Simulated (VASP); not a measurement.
# Fe (I4/mmm) in VASP: further runs, part 2 of 2

VASP 6.6.1. The steps go on from the part before.

### Step 3. Single point, PBE, collinear spin, ferromagnetic start (volume 11.654 Å^3 an atom, c/a of the conventional cell 1.1612)

Contents of INCAR:

```
SYSTEM = Fe
  PREC = Accurate
  ENCUT = 520
  EDIFF = 1E-6
  ISMEAR = 0
  SIGMA = 0.15
  LREAL = .False.
  LASPH = .True.
  NELM = 150
  ALGO = Normal
  ISIF = 2
  LWAVE = .False.
  LCHARG = .False.
  ISPIN = 2
  MAGMOM = 2.44
  LORBIT = 11
  LMAXMIX = 4
  GGA = PE
  NBANDS = 14
```

Contents of KPOINTS:

```
Automatic mesh
0
Gamma
  12 12 12
  0 0 0
```

Contents of POSCAR:

```
Fe
1.0
   -1.3588431573      1.3588431573      1.5778886743
    1.3588431573     -1.3588431573      1.5778886743
    1.3588431573      1.3588431573     -1.5778886743
Fe
1
Direct
    0.0000000000      0.0000000000      0.0000000000
```

Potentials or basis: VASP PAW PBE potentials, release 64 (Fe).

On the command line:

```bash
cat potpaw_PBE.64/Fe/POTCAR > POTCAR
mpirun -np 1 vasp_std > vasp.out
```

OUTCAR:

```text
SYSTEM = Fe
   PREC = Accurate
   ENCUT = 520
   EDIFF = 1E-6
   ISMEAR = 0
   LREAL = .False.
   LASPH = .True.
   NELM = 150
   ISIF = 2
   ISPIN = 2
   LORBIT = 11
   GGA = PE

 ion  position               nearest neighbor table
   1  0.000  0.000  0.000-

  LATTYP: Found a body centered tetragonal cell.
 ALAT       =     2.7176863146
 C/A-ratio  =     1.1612000000

  Lattice vectors:

 A1 = (  -1.3588431573,   1.3588431573,   1.5778886743)
 A2 = (   1.3588431573,  -1.3588431573,   1.5778886743)
 A3 = (   1.3588431573,   1.3588431573,  -1.5778886743)

Analysis of symmetry for initial positions (statically):
=====================================================================
 Subroutine PRICEL returns:
 Original cell was already a primitive cell.

 Routine SETGRP: Setting up the symmetry group for a
 body centered tetragonal supercell.

 Subroutine GETGRP returns: Found 16 space group operations
 (whereof 16 operations were pure point group operations)
 out of a pool of 16 trial point group operations.

The static configuration has the point symmetry D_4h.

Analysis of symmetry for dynamics (positions and initial velocities):
=====================================================================
 Subroutine PRICEL returns:
 Original cell was already a primitive cell.

 Routine SETGRP: Setting up the symmetry group for a
 body centered tetragonal supercell.

 Subroutine GETGRP returns: Found 16 space group operations
 (whereof 16 operations were pure point group operations)
 out of a pool of 16 trial point group operations.

The dynamic configuration has the point symmetry D_4h.

Analysis of structural, dynamic, and magnetic symmetry:
=====================================================================
 Subroutine PRICEL returns:
 Original cell was already a primitive cell.

 Routine SETGRP: Setting up the symmetry group for a
 body centered tetragonal supercell.

 Subroutine GETGRP returns: Found 16 space group operations
 (whereof 16 operations were pure point group operations)
 out of a pool of 16 trial point group operations.

[... 162 lines left out ...]
      6       4.6433      1.00000
      7      28.6136      0.00000
      8      31.1865      0.00000
      9      31.1865      0.00000
     10      34.5912      0.00000
     11      34.7093      0.00000
     12      36.0253      0.00000
     13      36.0253      0.00000
     14      36.4258      0.00000
[... 379 lines left out ...]
      3       2.9633      1.00000
      4       4.0861      1.00000
      5       5.0203      1.00000
      6       6.1463      0.00000
      7      16.7602      0.00000
      8      22.0316      0.00000
      9      25.6771      0.00000
     10      29.9500      0.00000
     11      34.7802      0.00000
     12      38.5178      0.00000
     13      41.0145      0.00000
     14      45.1056      0.00000

 [... further k-points ...]

 spin component 2

 k-point     1 :       0.0000    0.0000    0.0000
  band No.  band energies     occupation
      1      -2.5467      1.00000
      2       5.0911      1.00000
      3       5.0911      1.00000
      4       6.0602      0.00000
      5       6.6090      0.00000
      6       7.6100      0.00000
      7      28.2984      0.00000
      8      31.0965      0.00000
      9      31.0965      0.00000
     10      35.0672      0.00000
     11      35.6615      0.00000
     12      36.2398      0.00000
     13      36.6576      0.00000
     14      36.6576      0.00000
[... 379 lines left out ...]
      3       4.6874      1.00000
      4       6.6252      0.00000
      5       7.7534      0.00000
      6       8.1297      0.00000
      7      17.6166      0.00000
      8      22.5670      0.00000
      9      26.2730      0.00000
     10      30.1839      0.00000
     11      35.1434      0.00000
     12      39.0280      0.00000
     13      41.3998      0.00000
     14      45.3530      0.00000

 [... further k-points ...]

------------------------ aborting loop because EDIFF is reached ----------------------------------------

  FORCE on cell =-STRESS in cart. coord.  units (eV):
  Direction    XX          YY          ZZ          XY          YZ          ZX
  --------------------------------------------------------------------------------------
  -------------------------------------------------------------------------------------
  Total        0.1180119      0.1180119     -0.8038942      0.0000000      0.0000000      0.0000000
  in kB       16.2241304     16.2241304   -110.5183641      0.0000000      0.0000000      0.0000000
  external PRESSURE =     -26.0233678 kB  Pullay stress =       0.0000000 kB

 VOLUME and BASIS-vectors are now :
 -----------------------------------------------------------------------------
  energy-cutoff  :      520.00
  volume of cell :       11.65
      direct lattice vectors                 reciprocal lattice vectors
    -1.358843157  1.358843157  1.577888674     0.000000000  0.367960053  0.316879136
     1.358843157 -1.358843157  1.577888674     0.367960053  0.000000000  0.316879136
     1.358843157  1.358843157 -1.577888674     0.367960053  0.367960053  0.000000000

 POSITION                                       TOTAL-FORCE (eV/Angst)
 -----------------------------------------------------------------------------------
      0.00000      0.00000      0.00000         0.000000     -0.000000      0.000000
 -----------------------------------------------------------------------------------
    total drift:                                0.000000     -0.000000      0.000000

  FREE ENERGIE OF THE ION-ELECTRON SYSTEM (eV)
  ---------------------------------------------------
  free  energy   TOTEN  =        -8.1972490342 eV

  energy  without entropy=       -8.1863606764  energy(sigma->0) =       -8.19180486

 total charge

# of ion       s       p       d       tot
------------------------------------------
    1        0.480   0.520   6.219   7.218

 magnetization (x)

# of ion       s       p       d       tot
------------------------------------------
    1       -0.014  -0.055   2.344   2.275
```

It took 45 s on 1 thread of AMD EPYC 7R43 (Zen 3), shared host; peak memory 0.11 GiB.

What came out:

```
Free energy                                           : -8.1972 eV
Pressure                                              : -2.6 GPa
Net moment                                            : 2.27 μB per cell
Site moments                                          : Fe +2.27 μB
Valence electrons inside the program's atomic spheres : Fe 7.22
```

Levels at points of the mesh, in eV from the Fermi level:
Spin up:
```tsv
k point	band 3	band 4	band 5	band 6	band 7	band 8
(0.00, 0.00, 0.00)	-2.39	-1.79	-1.56	-0.94	23.03	25.61
(0.50, 0.00, 0.00)	-1.70	-0.68	0.16	0.20	6.71	19.37
(0.50, 0.50, 0.00)	-0.63	-0.58	0.38	1.39	8.20	16.24
(0.50, 0.50, 0.50)	-0.18	0.15	0.15	6.29	11.72	11.72
```
Spin down:
| k point | band 1 | band 2 | band 3 | band 4 | band 5 | band 6 |
| --- | --- | --- | --- | --- | --- | --- |
| (0.00, 0.00, 0.00) | -8.13 | -0.49 | -0.49 | 0.48 | 1.03 | 2.03 |
| (0.50, 0.00, 0.00) | -3.51 | -1.03 | 0.30 | 0.90 | 2.09 | 2.51 |
| (0.50, 0.50, 0.00) | -3.41 | -2.23 | 1.53 | 2.20 | 2.21 | 2.62 |
| (0.50, 0.50, 0.50) | -3.02 | -2.67 | 2.31 | 2.35 | 2.35 | 6.54 |
